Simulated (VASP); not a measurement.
Ir:

```
Ir
1.0
     2.75138    0.00000    0.00000
    -1.37569    2.38276    0.00000
     0.00000    0.00000    4.46229
Ir
2
Direct
  0.66667 0.33333 0.75000
  0.33333 0.66667 0.25000
```

```yaml
Program: VASP 6.6.1
Task: relaxation of volume and atoms at fixed shape
Functional: LDA
Potentials_or_basis: VASP PAW LDA potentials, release 64 (Ir)
Cutoff: 600 eV
k_mesh: 19 × 19 × 11
Occupations: methfessel-paxton, width 0.05 eV
Spin: no spin polarisation
```

At the start: pressure -15.9 GPa; volume 14.63 Å³/atom.

**Question.** Where does the relaxation end?

**Answer.** Over 5 steps the energy falls by 32.9 meV/atom and the volume is 13.99 Å³/atom (-4.4 %); space group P6_3/mmc (No. 194, to 0.05 Å).

The path:
```
step  energy change (eV)  largest force (eV/Å)  pressure (GPa)  volume (Å³)
   1              0.0000                0.0000          -15.86        29.25
   2              1.1788                0.0000          106.47        23.54
   3             -0.0653                0.0000           -1.34        28.08
   4             -0.0657                0.0000           -0.37        28.01
   5             -0.0657                0.0000            0.03        27.98
```

Final structure:
```xyz
2
Lattice="2.7109 0.0000 0.0000 -1.3554 2.3477 0.0000 0.0000 0.0000 4.3966" Properties=species:S:1:pos:R:3 pbc="T T T"
Ir    1.3554    0.7826    3.2975
Ir    0.0000    1.5651    1.0992
```
